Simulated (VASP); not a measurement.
# PbS in VASP: a series of runs

PbS is run at these levels: LDA; tasks: electric field gradients.

Program: VASP 6.6.1. These are calculated values, not measurements. Logs are shortened: lines on timing, memory, paths and dates and some standing lists are left out, and cuts for length are marked.

**1. The cell of the first run**

The structure is trigonal, space group R-3m (No. 166). Conventional cell: a = 4.172 Å, b = 4.172 Å, c = 10.374 Å, α = 90.00°, β = 90.00°, γ = 120.00°. Pb (site symmetry -3m) has 6 S at 2.97 Å within 3.9 Å. S (site symmetry -3m) has 6 Pb at 2.97 Å within 3.9 Å.

**2. Electric field gradients, LDA (equal xy, yz and zx shear strains of +1 %)**

File INCAR:

```
  PREC = Accurate
  ENCUT = 520
  EDIFF = 1E-8
  ISMEAR = -1
  SIGMA = 0.01
  LREAL = F
  LASPH = T
  NELM = 60
  ALGO = Normal
  ISIF = 2
  LWAVE = F
  LCHARG = F
  GGA = CA
  LEFG = T
  NBANDS = 17
```

File KPOINTS:

```
regular mesh
0
Gamma
  7 7 7
```

File POSCAR:

```
PbS
1.0
    0.0296500000      2.9798250000      2.9798250000
    2.9798250000      0.0296500000      2.9798250000
    2.9798250000      2.9798250000      0.0296500000
Pb S
1 1
Direct
    0.0000000000      0.0000000000      0.0000000000
    0.5000000000      0.5000000000      0.5000000000
```

Potentials or basis: VASP PAW LDA potentials, release 64 (Pb_d, S).

Launch:

```bash
> cat potpaw_LDA.64/Pb_d/POTCAR potpaw_LDA.64/S/POTCAR > POTCAR
> mpirun -np 1 vasp_std > vasp.out
```

OUTCAR:

```text
PREC = Accurate
   ENCUT = 520
   EDIFF = 1E-8
   ISMEAR = -1
   LREAL = F
   LASPH = T
   NELM = 60
   ISIF = 2
   GGA = CA

 ion  position               nearest neighbor table
   1  0.000  0.000  0.000-   2 2.97   2 2.97   2 2.97   2 2.97   2 2.97   2 2.97
   2  0.500  0.500  0.500-   1 2.97   1 2.97   1 2.97   1 2.97   1 2.97   1 2.97

  LATTYP: Found a trigonal (rhomboedric) cell.
 ALAT       =     4.2142132343
 COS(alpha) =     0.5099250056

  Lattice vectors:

 A1 = (   0.0296500000,   2.9798250000,   2.9798250000)
 A2 = (   2.9798250000,   0.0296500000,   2.9798250000)
 A3 = (   2.9798250000,   2.9798250000,   0.0296500000)

Analysis of symmetry for initial positions (statically):
=====================================================================
 Subroutine PRICEL returns:
 Original cell was already a primitive cell.

 Routine SETGRP: Setting up the symmetry group for a
 trigonal (rhombohedral) supercell.

 Subroutine GETGRP returns: Found 12 space group operations
 (whereof 12 operations were pure point group operations)
 out of a pool of 12 trial point group operations.

The static configuration has the point symmetry D_3d.

Analysis of symmetry for dynamics (positions and initial velocities):
=====================================================================
 Subroutine PRICEL returns:
 Original cell was already a primitive cell.

 Routine SETGRP: Setting up the symmetry group for a
 trigonal (rhombohedral) supercell.

 Subroutine GETGRP returns: Found 12 space group operations
 (whereof 12 operations were pure point group operations)
 out of a pool of 12 trial point group operations.

The dynamic configuration has the point symmetry D_3d.

 Subroutine INISYM returns: Found 12 space group operations
 (whereof 12 operations are pure point group operations),
 and found     1 'primitive' translations

----------------------------------------------------------------------------------------

                                     Primitive cell

  volume of cell :      52.1281

  direct lattice vectors                    reciprocal lattice vectors
     0.029650000  2.979825000  2.979825000    -0.170320489  0.168642454  0.168642454
     2.979825000  0.029650000  2.979825000     0.168642454 -0.170320489  0.168642454
     2.979825000  2.979825000  0.029650000     0.168642454  0.168642454 -0.170320489

  length of vectors
     4.214213234  4.214213234  4.214213234     0.293069315  0.293069315  0.293069315

  position of ions in fractional coordinates (direct lattice)
     0.000000000  0.000000000  0.000000000
     0.500000000  0.500000000  0.500000000

  ion indices of the primitive-cell ions
   primitive index   ion index
                 1           1
                 2           2

----------------------------------------------------------------------------------------

 KPOINTS: regular mesh

Automatic generation of k-mesh.
 Grid dimensions read from file:
 generate k-points for:    7    7    7

 Generating k-lattice:

  Cartesian coordinates                     Fractional coordinates (reciprocal lattice)
    -0.024331498  0.024091779  0.024091779     0.142857143  0.000000000  0.000000000
     0.024091779 -0.024331498  0.024091779     0.000000000  0.142857143  0.000000000
     0.024091779  0.024091779 -0.024331498     0.000000000  0.000000000  0.142857143

  Length of vectors
     0.041867045  0.041867045  0.041867045

  Shift w.r.t. Gamma in fractional coordinates (k-lattice)
     0.000000000  0.000000000  0.000000000

 Subroutine IBZKPT returns following result:
 ===========================================

 Found     44 irreducible k-points:

 Following reciprocal coordinates:
            Coordinates               Weight
  0.000000  0.000000  0.000000      1.000000
  0.142857  0.000000 -0.000000      6.000000
  0.285714  0.000000  0.000000      6.000000
  0.428571 -0.000000 -0.000000      6.000000
  0.142857  0.142857  0.000000      6.000000
  0.285714  0.142857 -0.000000     12.000000
[... 16 lines left out ...]
  0.285714  0.285714  0.142857      6.000000
  0.428571  0.285714  0.142857     12.000000
 [... further k-points ...]
   k-points           NKPTS =     44   k-points in BZ     NKDIM =     44   number of bands    NBANDS=     17
   number of dos      NEDOS =    301   number of ions     NIONS =      2
   total plane-waves  NPLWV =  32768
   dimension x,y,z NGX =    32 NGY =   32 NGZ =   32
   dimension x,y,z NGXF=    64 NGYF=   64 NGZF=   64
   ions per type =               1   1
   NGX,Y,Z   is equivalent  to a cutoff of  12.62, 12.62, 12.62 a.u.
   NGXF,Y,Z  is equivalent  to a cutoff of  25.25, 25.25, 25.25 a.u.
 SYSTEM =  unknown system
   PREC   = accura    normal or accurate (medium, high low for compatibility)
   ISTART =      0    job   : 0-new  1-cont  2-samecut
   ICHARG =      2    charge: 1-file 2-atom 10-const
   ISPIN  =      1    spin polarized calculation?
   LNONCOLLINEAR =      F non collinear calculations
   LSORBIT =      F    spin-orbit coupling
   LASPH  =      T    aspherical Exc in radial PAW
   ENCUT  =  520.0 eV  38.22 Ry    6.18 a.u.   7.84  7.84  7.84*2*pi/ulx,y,z
   NELM   =     60;   NELMIN=  2; NELMDL= -5     # of ELM steps
   EDIFF  = 0.1E-07   stopping-criterion for ELM
   LREAL  =      F    real-space projection
   EDIFFG = 0.1E-06   stopping-criterion for IOM
   NSW    =      0    number of steps for IOM
   IBRION =     -1    ionic relax: 0-MD 1-quasi-New 2-CG
   NFREE  =      0    steps in history (QN), initial steepest desc. (CG)
   ISIF   =      2    stress and relaxation
   ISYM   =      2    0-nonsym 1-usesym 2-fastsym
   POTIM  = 0.5000    time-step for ionic-motion
   TEBEG  =    0.0;   TEEND  =   0.0 temperature during run
   PSTRESS=    0.0 pullay stress
   NELECT =      20.0000    total number of electrons
   NUPDOWN=      -1.0000    fix difference up-down
   EMIN   =  10.00;   EMAX   =-10.00  energy-range for DOS
   EFERMI =   0.00;   METHOD = LEGACY
   ISMEAR =    -1;   SIGMA  =   0.01  broadening in eV -4-tet -1-fermi 0-gaus
   EFERMI_NEDOS =   21; number of points for ismear=-14 and -15
   IALGO  =     38    algorithm
   IMIX   =      4    mixing-type and parameters
     AMIX     =   0.40;   BMIX     =  1.00
     AMIX_MAG =   1.60;   BMIX_MAG =  1.00
  volume/ion in A,a.u.               =      26.06       175.89
  Fermi-wavevector in a.u.,A,eV,Ry     =   1.189582  2.247984 19.253668  1.415105
  Thomas-Fermi vector in A             =   2.325686
   LORBIT       =      0    0 simple, 1 ext, 2 COOP (PROOUT), +10 PAW based schemes
   GGA     = CA    functional components
   LHFCALC =     F    Hartree Fock is set to
   AEXX    =    0.0000 exact exchange contribution
   IVDW    =     0    specifies the selected vdW correction
   LEPSILON=     F    determine dielectric tensor
   LRPA    =     F    only Hartree local field effects (RPA)
 non-spin polarized calculation
  energy-cutoff  :      520.00
  volume of cell :       52.13
 maximum number of plane-waves:      1417
   NGX = 15   NGY = 15   NGZ = 15

 number of electron      19.9999998 magnetization

 Free energy of the ion-electron system (eV)
  ---------------------------------------------------
  ext. energy  EPLUGINS =         0.00000000
  ---------------------------------------------------
  free energy    TOTEN  =        -9.98427296 eV

  energy without entropy =       -9.98427296  energy(sigma->0) =       -9.98427296

 E-fermi :   5.5685     XC(G=0): -10.0338

 val. band max:        5.3609894507   @ k =   0.4286   0.4286   0.4286
 cond. band min:       6.1543193888   @ k =   0.4286  -0.0000  -0.0000
 fundamental gap:      0.7933299381
 Fermi energy:         5.5684736131

 k-point     1 :       0.0000    0.0000    0.0000
  band No.  band energies     occupation
      1     -11.1739      2.00000
      2     -11.1739      2.00000
      3     -11.1717      2.00000
      4     -11.1622      2.00000
      5     -11.1622      2.00000
      6      -7.9732      2.00000
[... 9 lines left out ...]
     16      12.3155      0.00000
     17      14.0443      0.00000

 k-point     2 :       0.1429    0.0000   -0.0000
  band No.  band energies     occupation
      1     -11.1754      2.00000
      2     -11.1697      2.00000
      3     -11.1687      2.00000
      4     -11.1638      2.00000
      5     -11.1592      2.00000
      6      -7.7948      2.00000
[... 9 lines left out ...]
     16      12.7905      0.00000
     17      15.5815      0.00000
[... 421 lines left out ...]
 k-point    24 :       0.4286    0.2857    0.1429
  band No.  band energies     occupation
      1     -11.2258      2.00000
      2     -11.1750      2.00000
      3     -11.1686      2.00000
      4     -11.1353      2.00000
      5     -11.1319      2.00000
      6      -6.9173      2.00000
[... 9 lines left out ...]
     16      15.8849      0.00000
     17      16.1389      0.00000

 [... further k-points ...]
[... 5 lines left out ...]
  --------------------------------------------------------------------------------------
  -------------------------------------------------------------------------------------
  Total       -0.8346406     -0.8346406     -0.8346406     -0.0694249     -0.0694249     -0.0694249
  in kB      -25.6530184    -25.6530184    -25.6530184     -2.1338037     -2.1338037     -2.1338037
  external PRESSURE =     -25.6530184 kB  Pullay stress =       0.0000000 kB

 VOLUME and BASIS-vectors are now :
 -----------------------------------------------------------------------------
  energy-cutoff  :      520.00
  volume of cell :       52.13
      direct lattice vectors                 reciprocal lattice vectors
     0.029650000  2.979825000  2.979825000    -0.170320489  0.168642454  0.168642454
     2.979825000  0.029650000  2.979825000     0.168642454 -0.170320489  0.168642454
     2.979825000  2.979825000  0.029650000     0.168642454  0.168642454 -0.170320489

 POSITION                                       TOTAL-FORCE (eV/Angst)
 -----------------------------------------------------------------------------------
      0.00000      0.00000      0.00000         0.000000     -0.000000     -0.000000
      2.99465      2.99465      2.99465        -0.000000      0.000000      0.000000
 -----------------------------------------------------------------------------------
    total drift:                                0.000000     -0.000000     -0.000000

  FREE ENERGIE OF THE ION-ELECTRON SYSTEM (eV)
  ---------------------------------------------------
  free  energy   TOTEN  =        -9.9842729646 eV

  energy  without entropy=       -9.9842729646  energy(sigma->0) =       -9.98427296

 Electric field gradients (V/A^2)
---------------------------------------------------------------------
 ion       V_xx      V_yy      V_zz      V_xy      V_xz      V_yz
---------------------------------------------------------------------
   1       0.000     0.000    -0.000    -1.006    -1.006    -1.006
   2       0.000     0.000     0.000     1.495     1.495     1.495
---------------------------------------------------------------------

 Electric field gradients after diagonalization (V/A^2)
 (convention: |V_zz| > |V_xx| > |V_yy|)
----------------------------------------------------------------------
 ion       V_xx      V_yy      V_zz     asymmetry (V_yy - V_xx)/ V_zz
----------------------------------------------------------------------
   1       1.006     1.006    -2.013       0.000
   2      -1.495    -1.495     2.989       0.000
----------------------------------------------------------------------

           NMR quadrupolar parameters

 Cq : quadrupolar parameter    Cq=e*Q*V_zz/h
 eta: asymmetry parameters     (V_yy - V_xx)/ V_zz
 Q  : nuclear electric quadrupole moment in mb (millibarn)
----------------------------------------------------------------------
 ion       Cq(MHz)       eta       Q (mb)
----------------------------------------------------------------------
   1      -0.005       0.000       1.000
   2       0.007       0.000       1.000
----------------------------------------------------------------------
```

Run time: 38 s. Hardware: 1 thread of AMD EPYC 7R43 (Zen 3), shared host; peak memory 0.14 GiB.

What came out:

| Item | Value |
| --- | --- |
| Free energy | -9.9843 eV |
| Pressure | -2.6 GPa |
| Band gap on the k mesh | 0.79 eV, indirect (least direct gap 0.87 eV) |

Stress tensor (GPa, compression positive):
```
-2.57 -0.21 -0.21
-0.21 -2.57 -0.21
-0.21 -0.21 -2.57
```

Electric field gradients, principal values (V/Å²):
| atom | least | middle | greatest (by size) |
| --- | --- | --- | --- |
| 1 Pb | 1.006 | 1.006 | -2.013 |
| 2 S | -1.495 | -1.495 | 2.989 |

Caveat: the cell differs from its parent crystal (equal xy, yz and zx shear strains of +1 %); without QUAD_EFG the Cq values of the log hold for a quadrupole moment of 1 mb, not for the nuclei; spin-orbit coupling is left out, which moves the levels of the heavy elements. A k mesh can miss the band edges.

**3. Electric field gradients, LDA (volume scaled by 0.94)**

File INCAR:

```
SYSTEM = PbS
PREC = Accurate
ENCUT = 520
EDIFF = 1E-8
ISMEAR = -1
SIGMA = 0.01
LREAL = .False.
LASPH = .True.
NELM = 60
ALGO = Normal
ISIF = 2
LWAVE = .False.
LCHARG = .False.
LEFG = .True.
NBANDS = 17
```

File KPOINTS:

```
Automatic mesh
0
Gamma
  7 7 7
  0 0 0
```

File POSCAR:

```
PbS
1.0
    0.0000000000      2.9044728123      2.9044728123
    2.9044728123      0.0000000000      2.9044728123
    2.9044728123      2.9044728123      0.0000000000
Pb S
1 1
Direct
    0.0000000000      0.0000000000      0.0000000000
    0.5000000000      0.5000000000      0.5000000000
```

Potentials or basis: VASP PAW LDA potentials, release 64 (Pb_d, S).

Launch:

```bash
> cat potpaw_LDA.64/Pb_d/POTCAR potpaw_LDA.64/S/POTCAR > POTCAR
> mpirun -np 1 vasp_std > vasp.out
```

OUTCAR:

```text
SYSTEM = PbS
   PREC = Accurate
   ENCUT = 520
   EDIFF = 1E-8
   ISMEAR = -1
   LREAL = .False.
   LASPH = .True.
   NELM = 60
   ISIF = 2

 ion  position               nearest neighbor table
   1  0.000  0.000  0.000-   2 2.90   2 2.90   2 2.90   2 2.90   2 2.90   2 2.90
   2  0.500  0.500  0.500-   1 2.90   1 2.90   1 2.90   1 2.90   1 2.90   1 2.90

  LATTYP: Found a face centered cubic cell.
 ALAT       =     5.8089456246

  Lattice vectors:

 A1 = (   0.0000000000,   2.9044728123,   2.9044728123)
 A2 = (   2.9044728123,   0.0000000000,   2.9044728123)
 A3 = (   2.9044728123,   2.9044728123,   0.0000000000)

Analysis of symmetry for initial positions (statically):
=====================================================================
 Subroutine PRICEL returns:
 Original cell was already a primitive cell.

 Routine SETGRP: Setting up the symmetry group for a
 face centered cubic supercell.

 Subroutine GETGRP returns: Found 48 space group operations
[... 581 lines left out ...]
     0.000000000  2.904472812  2.904472812    -0.172148280  0.172148280  0.172148280
     2.904472812  0.000000000  2.904472812     0.172148280 -0.172148280  0.172148280
     2.904472812  2.904472812  0.000000000     0.172148280  0.172148280 -0.172148280

 POSITION                                       TOTAL-FORCE (eV/Angst)
 -----------------------------------------------------------------------------------
      0.00000      0.00000      0.00000         0.000000      0.000000      0.000000
      2.90447      2.90447      2.90447        -0.000000     -0.000000     -0.000000
 -----------------------------------------------------------------------------------
    total drift:                                0.000000     -0.000000     -0.000000

  FREE ENERGIE OF THE ION-ELECTRON SYSTEM (eV)
  ---------------------------------------------------
  free  energy   TOTEN  =        -9.9989126427 eV

  energy  without entropy=       -9.9989126427  energy(sigma->0) =       -9.99891264

 Electric field gradients (V/A^2)
---------------------------------------------------------------------
 ion       V_xx      V_yy      V_zz      V_xy      V_xz      V_yz
---------------------------------------------------------------------
   1       0.000    -0.000     0.000    -0.000    -0.000    -0.000
   2       0.000     0.000     0.000    -0.000    -0.000    -0.000
---------------------------------------------------------------------

 Electric field gradients after diagonalization (V/A^2)
 (convention: |V_zz| > |V_xx| > |V_yy|)
----------------------------------------------------------------------
 ion       V_xx      V_yy      V_zz     asymmetry (V_yy - V_xx)/ V_zz
----------------------------------------------------------------------
   1       0.000     0.000    -0.001       0.000
   2       0.000     0.000    -0.000       0.000
----------------------------------------------------------------------

           NMR quadrupolar parameters

 Cq : quadrupolar parameter    Cq=e*Q*V_zz/h
 eta: asymmetry parameters     (V_yy - V_xx)/ V_zz
 Q  : nuclear electric quadrupole moment in mb (millibarn)
----------------------------------------------------------------------
 ion       Cq(MHz)       eta       Q (mb)
----------------------------------------------------------------------
   1      -0.000       0.000       1.000
   2      -0.000       0.000       1.000
----------------------------------------------------------------------
```

stdout:

```text
POSCAR found type information on POSCAR PbS
 POSCAR found :  2 types and       2 ions
 scaLAPACK will be used
 LDA part: xc-table for (Slater(with rela. corr.)+CA(PZ))
 , standard interpolation
 POSCAR, INCAR and KPOINTS ok, starting setup
 FFT: planning ... GRIDC
 FFT: planning ... GRID_SOFT
 FFT: planning ... GRID
 WAVECAR not read
 entering main loop
ion   1

ion   2
```

Wall time 22 s (1 thread of Intel Xeon 8259CL, shared host); peak memory 0.16 GiB.

What came out:

```
Free energy : -9.9989 eV
Pressure    : 1.2 GPa
```

Caveat: this odd mesh misses L, where the gap lies, so gap, dielectric constants and Born charges aren't listed; without QUAD_EFG the Cq values of the log hold for a quadrupole moment of 1 mb, not for the nuclei; spin-orbit coupling is left out, which moves the levels of the heavy elements.

(Continued in part 2 of 3.)
